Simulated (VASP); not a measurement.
Runs of VASP 6.6.1 on KTaO3. The structure is that of space group Pm-3m (No. 221), or close to it. The cells are those of the table. 

```csv
task,cell,gap on the mesh (eV),pressure (GPa)
electric field gradients,"a = 3.909, b = 3.909, c = 3.988 Å, 5 atoms",2.20,4.5
electric field gradients,"a = 3.988, b = 3.988, c = 4.028 Å, 5 atoms",2.10,-6.3
electric field gradients,"a = 3.988, b = 3.988, c = 4.108 Å, 5 atoms",2.04,(a)
single point,"a = 3.988, b = 3.988, c = 3.909 Å, 5 atoms",2.15,(c)
single point,"a = 3.988 Å, angles 89.4°, 5 atoms",(b),-4.4
single point,"a = 4.028, b = 4.028, c = 3.988 Å, 5 atoms",(d),-8.2
electric field gradients,"a = 3.989 Å, angles 91.1°, 5 atoms",2.05,-4.4
electric field gradients,"a = 3.989 Å, angles 88.3°, 5 atoms",2.05,-4.3
```

Alike in all rows: level LDA; potentials or basis VASP PAW LDA potentials, release 64 (K_sv, Ta_pv, O); no spin polarisation; k mesh 5 × 5 × 5; cutoff (eV) 520; smearing fermi-dirac 0.01 eV.

Task: Fill in the values left out.

Result: (a) -9.6; (b) 2.11; (c) -0.1; (d) 2.08.

Caveats: spin-orbit coupling is left out, which moves the levels of the heavy elements; an odd mesh through Γ misses points on the zone boundary, where band edges can lie; the cell stands under tension (at least some runs); the cell stands under pressure (at least some runs).

A k mesh can miss the band edges, and the runs leave out spin-orbit coupling on Ta.
